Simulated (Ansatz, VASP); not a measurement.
## ZnCu4: VASP beside Ansatz

Contents of INCAR:

```
PREC = Accurate
ENCUT = 520
EDIFF = 1E-6
ISMEAR = -1
SIGMA = 0.05
LREAL = F
LASPH = T
NELM = 100
ALGO = Normal
ISIF = 2
LWAVE = F
LCHARG = T
LDIPOL = T
IDIPOL = 3
DIPOL = 0.5 0.5 0.500
GGA = PS
LELF = T
LVHAR = T
LVACPOTAV = T
NBANDS = 36
```

KPOINTS

```
regular mesh
0
Gamma
  14 14 1
```

The input POSCAR:

```
ZnCu4
1.0
    2.5192775978      0.0000000000      0.0000000000
    0.0000000000      2.5192775978      0.0000000000
    0.0000000000      0.0000000000     23.1256000000
Cu Zn
4 1
Direct
    0.0000000000      0.0000000000      0.3480514485
    0.5000000000      0.5000000000      0.4226331525
    0.5000000000      0.5000000000      0.5773668408
    0.0000000000      0.0000000000      0.6519485028
    0.0000000000      0.0000000000      0.5000000554
```

Input for Ansatz:

```yaml
crystal:
  lattice:
    - [2.5192775978, 0.0, 0.0]
    - [0.0, 2.5192775978, 0.0]
    - [0.0, 0.0, 23.1256]
  atoms:
    - { symbol: Cu, position: [0.0, 0.0, 0.3480514485] }
    - { symbol: Cu, position: [0.5, 0.5, 0.4226331525] }
    - { symbol: Zn, position: [0.0, 0.0, 0.5000000554] }
    - { symbol: Cu, position: [0.5, 0.5, 0.5773668408] }
    - { symbol: Cu, position: [0.0, 0.0, 0.6519485028] }
kpoints:
  mp_grid: { grid: [14, 14, 1] }
scf:
  occupations: { method: fermi_dirac, width: 0.05 }
hamiltonian:
  xc: pbesol
  pseudopotentials: { kind: paw }
output:
  forces: true
  stress: true
  eigenvalues: true
efield:
  axis: 3
  amplitude: 0
  dipole_correction: true
```

Alike in both runs: task single point; functional PBEsol; k mesh 14 × 14 × 1; occupations fermi-dirac, width 0.05 eV; no spin polarisation.

|  | VASP | Ansatz |
| --- | --- | --- |
| version | VASP 6.6.1 | Ansatz 0.2.0 |
| potentials or method | VASP PAW PBE potentials, release 64 (Cu, Zn) | PAW with Ansatz's default frozen-core files, scalar-relativistic |
| plane-wave cutoff (eV) | 520 | 420 |
| valence electrons in the cell | 56 | 88 |

```tsv
	VASP	Ansatz	Ansatz less VASP
rms of the force components (eV/Å)	0.125	0.119	-0.0067
```

VASP's potentials were made for PBE, not for PBEsol. VASP's potentials hold 56 valence electrons a cell and Ansatz's 88, so a difference there can come from the potentials and not from the codes.
